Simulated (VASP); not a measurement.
Wanted: the native input for a VASP 6.6.1 run.

```
Task                   : single point
Functional             : PBE
Potentials or basis    : VASP PAW PBE potentials, release 64 (Ga_d, Sb)
Cutoff                 : 520 eV
k mesh                 : 6 × 6 × 6
Occupations            : fermi-dirac, width 0.02 eV
Spin                   : no spin polarisation
Dipole correction      : no
Further INCAR settings : ALGO = Normal; EDIFF = 1e-06; NBANDS = 16
```

The structure of GaSb lies in POSCAR:

```
GaSb
1.0
    0.0000000000      3.0386066667      3.1001981893
    3.0386066667      0.0000000000      3.1001981893
    3.0386066667      3.0386066667      0.0000000000
Ga Sb
1 1
Direct
    0.0000000000      0.0000000000      0.0000000000
    0.2500000000      0.2500000000      0.2500000000
```

The input as run:

INCAR

```
SYSTEM = GaSb
  PREC = Accurate
  ENCUT = 520
  EDIFF = 1E-6
  ISMEAR = -1
  SIGMA = 0.02
  LREAL = .FALSE.
  LASPH = .TRUE.
  NELM = 80
  ALGO = Normal
  ISIF = 2
  LWAVE = .FALSE.
  LCHARG = .TRUE.
  GGA = PE
  LELF = .TRUE.
  LVHAR = .TRUE.
  NBANDS = 16
```

KPOINTS

```
Automatic mesh
0
G
  6 6 6
  0 0 0
```

Potentials or basis: VASP PAW PBE potentials, release 64 (Ga_d, Sb).

Command:

```bash
$ cat potpaw_PBE.64/Ga_d/POTCAR potpaw_PBE.64/Sb/POTCAR > POTCAR
$ mpirun -np 1 vasp_std > vasp.out
```

It gave:

```yaml
Pressure: 2.5 GPa
Band_gap_on_the_k_mesh: zero (filled and empty bands touch)
```

Caveat: spin-orbit coupling is left out, which moves the levels of the heavy elements.

Wall time 18 s on 1 thread of Intel(R) Xeon(R) Platinum 8488C (Sapphire Rapids), on a shared host, peak memory 0.18 GiB.
